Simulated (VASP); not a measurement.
# KTaO3 (P4/mmm) in VASP: further runs

KTaO3 is run at these levels: r2SCAN; tasks: single point.

All numbers are computed with VASP 6.6.1; they aren't measurements. Logs are shortened: lines on timing, memory, paths and dates and some standing lists are left out, and cuts for length are marked.

## (1) The cell of the first run

It takes space group P4/mmm (No. 123, tetragonal). Conventional cell: a = 3.988 Å, b = 3.988 Å, c = 3.789 Å, α = 90.00°, β = 90.00°, γ = 90.00°. Within 3.6 Å of K (site symmetry 4/mmm) lie 12 O at 2.75 to 2.82 Å and 8 Ta at 3.40 Å. Within 2.5 Å of Ta (site symmetry 4/mmm) lie 6 O at 1.89 to 1.99 Å. O (site symmetry 4/mmm) has 2 Ta at 1.89 Å within 2.5 Å. Within 2.6 Å of O (site symmetry mmm) lie 2 Ta at 1.99 Å.

## (2) Single point, r2SCAN (strain -0.0500 x Voigt [1, 0, 0, 0, 0, 0])

File POSCAR:

```
KTaO3
1.0
    3.7888850000      0.0000000000      0.0000000000
    0.0000000000      3.9883000000      0.0000000000
    0.0000000000      0.0000000000      3.9883000000
K Ta O
1 1 3
Direct
    0.5000000000      0.5000000000      0.5000000000
    0.0000000000      0.0000000000      0.0000000000
    0.5000000000      0.0000000000      0.0000000000
    0.0000000000      0.5000000000      0.0000000000
    0.0000000000      0.0000000000      0.5000000000
```

File INCAR.step1:

```
SYSTEM = KTaO3
PREC     = Accurate       ! precision mode
ENCUT    = 520            ! plane-wave cutoff, eV
ISMEAR   = 0              ! smearing method
SIGMA    = 0.05           ! smearing width, eV
LREAL    = .False.        ! projectors in reciprocal space
LASPH    = .True.         ! aspherical terms in the spheres
NELM     = 60             ! most SCF steps
NBANDS   = 27             ! bands
GGA      = PE             ! functional
ALGO     = Normal         ! electronic algorithm
EDIFF    = 1E-4           ! SCF threshold, eV
LWAVE    = .True.         ! write WAVECAR
LCHARG   = .False.        ! write CHGCAR
```

File INCAR.step2:

```
SYSTEM = KTaO3
PREC     = Accurate       ! precision mode
ENCUT    = 520            ! plane-wave cutoff, eV
EDIFF    = 1E-6           ! SCF threshold, eV
ISMEAR   = 0              ! smearing method
SIGMA    = 0.05           ! smearing width, eV
LREAL    = .False.        ! projectors in reciprocal space
LASPH    = .True.         ! aspherical terms in the spheres
NELM     = 60             ! most SCF steps
ALGO     = Normal         ! electronic algorithm
ISIF     = 2              ! what is computed and relaxed
LWAVE    = .False.        ! write WAVECAR
LCHARG   = .True.         ! write CHGCAR
METAGGA  = R2SCAN         ! meta-GGA
LMIXTAU  = .True.       
LELF     = .True.         ! ELF
LVHAR    = .True.       
NBANDS   = 27             ! bands
ISTART   = 1
```

File KPOINTS:

```
Automatic mesh
0
Gamma
  6 6 6
  0 0 0
```

Potentials or basis: VASP PAW PBE potentials, release 64 (K_sv, Ta_pv, O).

On the command line:

```
$ cat potpaw_PBE.64/K_sv/POTCAR potpaw_PBE.64/Ta_pv/POTCAR potpaw_PBE.64/O/POTCAR > POTCAR
$ cp INCAR.step1 INCAR
$ mpirun -np 1 vasp_std > vasp.out
$ cp INCAR.step2 INCAR
$ mpirun -np 1 vasp_std > vasp.out
```

OUTCAR:

```text
SYSTEM = KTaO3
   PREC = Accurate
   ENCUT = 520
   EDIFF = 1E-6
   ISMEAR = 0
   LREAL = .False.
   LASPH = .True.
   NELM = 60
   ISIF = 2
   METAGGA = R2SCAN
   ISTART = 1

 ion  position               nearest neighbor table
   1  0.500  0.500  0.500-   4 2.75   5 2.75   4 2.75   5 2.75   4 2.75   5 2.75   4 2.75   5 2.75
                             3 2.82   3 2.82   3 2.82   3 2.82   2 3.40   2 3.40   2 3.40   2 3.40
   2  0.000  0.000  0.000-   3 1.89   3 1.89   5 1.99   5 1.99   4 1.99   4 1.99   1 3.40   1 3.40
                             1 3.40   1 3.40   1 3.40   1 3.40   1 3.40   1 3.40
   3  0.500  0.000  0.000-   2 1.89   2 1.89   1 2.82   1 2.82   1 2.82   1 2.82
   4  0.000  0.500  0.000-   2 1.99   2 1.99   1 2.75   1 2.75   1 2.75   1 2.75
   5  0.000  0.000  0.500-   2 1.99   2 1.99   1 2.75   1 2.75   1 2.75   1 2.75

  LATTYP: Found a simple tetragonal cell.
 ALAT       =     3.9883000000
 C/A-ratio  =     0.9500000000

  Lattice vectors:

 A1 = (   0.0000000000,   3.9883000000,   0.0000000000)
 A2 = (   0.0000000000,   0.0000000000,   3.9883000000)
 A3 = (   3.7888850000,   0.0000000000,   0.0000000000)

Analysis of symmetry for initial positions (statically):
=====================================================================
 Subroutine PRICEL returns:
 Original cell was already a primitive cell.

 Routine SETGRP: Setting up the symmetry group for a
 simple tetragonal supercell.

 Subroutine GETGRP returns: Found 16 space group operations
 (whereof 16 operations were pure point group operations)
 out of a pool of 16 trial point group operations.

The static configuration has the point symmetry D_4h.

Analysis of symmetry for dynamics (positions and initial velocities):
=====================================================================
 Subroutine PRICEL returns:
 Original cell was already a primitive cell.

 Routine SETGRP: Setting up the symmetry group for a
 simple tetragonal supercell.

 Subroutine GETGRP returns: Found 16 space group operations
 (whereof 16 operations were pure point group operations)
 out of a pool of 16 trial point group operations.

The dynamic configuration has the point symmetry D_4h.

 Subroutine INISYM returns: Found 16 space group operations
 (whereof 16 operations are pure point group operations),
 and found     1 'primitive' translations

----------------------------------------------------------------------------------------

                                     Primitive cell

  volume of cell :      60.2680

  direct lattice vectors                    reciprocal lattice vectors
     3.788885000  0.000000000  0.000000000     0.263929890  0.000000000  0.000000000
     0.000000000  3.988300000  0.000000000     0.000000000  0.250733395  0.000000000
     0.000000000  0.000000000  3.988300000     0.000000000  0.000000000  0.250733395

  length of vectors
     3.788885000  3.988300000  3.988300000     0.263929890  0.250733395  0.250733395

  position of ions in fractional coordinates (direct lattice)
     0.500000000  0.500000000  0.500000000
     0.000000000  0.000000000  0.000000000
     0.500000000  0.000000000  0.000000000
     0.000000000  0.500000000  0.000000000
     0.000000000  0.000000000  0.500000000

  ion indices of the primitive-cell ions
   primitive index   ion index
                 1           1
                 2           2
                 3           3
                 4           4
                 5           5

----------------------------------------------------------------------------------------

 KPOINTS: Automatic mesh

Automatic generation of k-mesh.
 Grid dimensions read from file:
 generate k-points for:    6    6    6

 Generating k-lattice:

  Cartesian coordinates                     Fractional coordinates (reciprocal lattice)
     0.043988315  0.000000000  0.000000000     0.166666667  0.000000000  0.000000000
     0.000000000  0.041788899  0.000000000     0.000000000  0.166666667  0.000000000
     0.000000000  0.000000000  0.041788899     0.000000000  0.000000000  0.166666667

[... 45 lines left out ...]
   LRPA    =     F    only Hartree local field effects (RPA)
 non-spin polarized calculation
 Gauss-broadening in eV      SIGMA  =   0.05
  energy-cutoff  :      520.00
  volume of cell :       60.27
 maximum number of plane-waves:      1655
   NGX = 15   NGY = 15   NGZ = 15

 number of electron      37.9999981 magnetization

 Free energy of the ion-electron system (eV)
  ---------------------------------------------------
  ext. energy  EPLUGINS =         0.00000000
  ---------------------------------------------------
  free energy    TOTEN  =       -86.85224087 eV

  energy without entropy =      -86.85224087  energy(sigma->0) =      -86.85224087

 E-fermi :   2.0379     XC(G=0): -11.8484

 val. band max:        1.8242688733   @ k =   0.5000   0.5000   0.5000
 cond. band min:       4.4396559171   @ k =   0.0000   0.0000   0.0000
 fundamental gap:      2.6153870438
 Fermi energy:         2.0379268286

 k-point     1 :       0.0000    0.0000    0.0000
  band No.  band energies     occupation
      1     -33.3451      2.00000
      2     -33.2169      2.00000
      3     -33.2169      2.00000
      4     -26.6268      2.00000
      5     -17.2282      2.00000
      6     -16.3253      2.00000
[... 19 lines left out ...]
     26      10.3575      0.00000
     27      10.5833      0.00000

 k-point     2 :       0.1667    0.0000    0.0000
  band No.  band energies     occupation
      1     -33.3956      2.00000
      2     -33.2150      2.00000
      3     -33.2150      2.00000
      4     -26.6154      2.00000
      5     -16.9056      2.00000
      6     -16.2954      2.00000
[... 19 lines left out ...]
     26      11.0143      0.00000
     27      11.5087      0.00000

 k-point     3 :       0.3333    0.0000    0.0000
  band No.  band energies     occupation
      1     -33.4944      2.00000
      2     -33.2112      2.00000
      3     -33.2111      2.00000
      4     -26.5926      2.00000
      5     -16.6158      2.00000
      6     -16.0009      2.00000
[... 594 lines left out ...]
      1     -33.4896      2.00000
      2     -33.2880      2.00000
      3     -33.2345      2.00000
      4     -26.5750      2.00000
      5     -16.1237      2.00000
      6     -15.7566      2.00000
[... 19 lines left out ...]
     26      13.0222      0.00000
     27      13.2908      0.00000

 k-point    24 :       0.5000    0.3333    0.1667
  band No.  band energies     occupation
      1     -33.5375      2.00000
      2     -33.2858      2.00000
      3     -33.2325      2.00000
      4     -26.5677      2.00000
      5     -16.0317      2.00000
      6     -15.4107      2.00000
[... 19 lines left out ...]
     26      13.3873      0.00000
     27      13.3874      0.00000

 [... further k-points ...]

------------------------ aborting loop because EDIFF is reached ----------------------------------------

  FORCE on cell =-STRESS in cart. coord.  units (eV):
  Direction    XX          YY          ZZ          XY          YZ          ZX
  --------------------------------------------------------------------------------------
  -------------------------------------------------------------------------------------
  Total       12.1216520      2.2945236      2.2945236      0.0000000      0.0000000      0.0000000
  in kB      322.2443672     60.9980633     60.9980633      0.0000000      0.0000000      0.0000000
  external PRESSURE =     148.0801646 kB  Pullay stress =       0.0000000 kB

 VOLUME and BASIS-vectors are now :
 -----------------------------------------------------------------------------
  energy-cutoff  :      520.00
  volume of cell :       60.27
      direct lattice vectors                 reciprocal lattice vectors
     3.788885000  0.000000000  0.000000000     0.263929890  0.000000000  0.000000000
     0.000000000  3.988300000  0.000000000     0.000000000  0.250733395  0.000000000
     0.000000000  0.000000000  3.988300000     0.000000000  0.000000000  0.250733395

 POSITION                                       TOTAL-FORCE (eV/Angst)
 -----------------------------------------------------------------------------------
      1.89444      1.99415      1.99415         0.000000      0.000000      0.000000
      0.00000      0.00000      0.00000         0.000000      0.000000      0.000000
      1.89444      0.00000      0.00000         0.000000      0.000000      0.000000
      0.00000      1.99415      0.00000         0.000000      0.000000      0.000000
      0.00000      0.00000      1.99415         0.000000      0.000000      0.000000
 -----------------------------------------------------------------------------------
    total drift:                                0.000000      0.000000     -0.000000

  FREE ENERGIE OF THE ION-ELECTRON SYSTEM (eV)
  ---------------------------------------------------
  free  energy   TOTEN  =       -86.8522408726 eV

  energy  without entropy=      -86.8522408726  energy(sigma->0) =      -86.85224087
```

Run time: 2.5 min. Hardware: 1 thread of Intel Xeon Platinum 8488C (Sapphire Rapids), shared host; peak memory 0.21 GiB.

What came out:

```yaml
Free_energy: -86.8522 eV
Pressure: 14.8 GPa
Band_gap_on_the_k_mesh: 2.62 eV, indirect (least direct gap 3.22 eV)
```

Stress tensor (GPa, compression positive):
```
32.22  0.00  0.00
 0.00  6.10  0.00
 0.00  0.00  6.10
```

Levels at points of the mesh, in eV from the valence-band top:
| k point | band 17 | band 18 | band 19 | band 20 | band 21 | band 22 |
| --- | --- | --- | --- | --- | --- | --- |
| (0.00, 0.00, 0.00) | -0.66 | -0.66 | -0.61 | 2.62 | 2.71 | 2.71 |
| (0.50, 0.00, 0.00) | -1.64 | -0.87 | -0.87 | 2.85 | 6.28 | 6.28 |
| (0.00, 0.50, 0.00) | -1.70 | -1.00 | -0.86 | 2.86 | 5.51 | 5.52 |
| (0.50, 0.50, 0.00) | -1.42 | -1.37 | -0.13 | 5.58 | 6.31 | 7.44 |
| (0.00, 0.50, 0.50) | -1.97 | -1.62 | -0.06 | 5.55 | 5.55 | 6.86 |
| (0.50, 0.50, 0.50) | -0.07 | -0.07 | 0.00 | 7.05 | 7.60 | 7.60 |

Caveat: the cell differs from its parent crystal (strain -0.0500 x Voigt [1, 0, 0, 0, 0, 0]); the PAW data sets were made with another functional, which shifts forces and pressure a little; spin-orbit coupling is left out, which moves the levels of the heavy elements. A k mesh can miss the band edges.

(Part 1 of 2 ends here.)
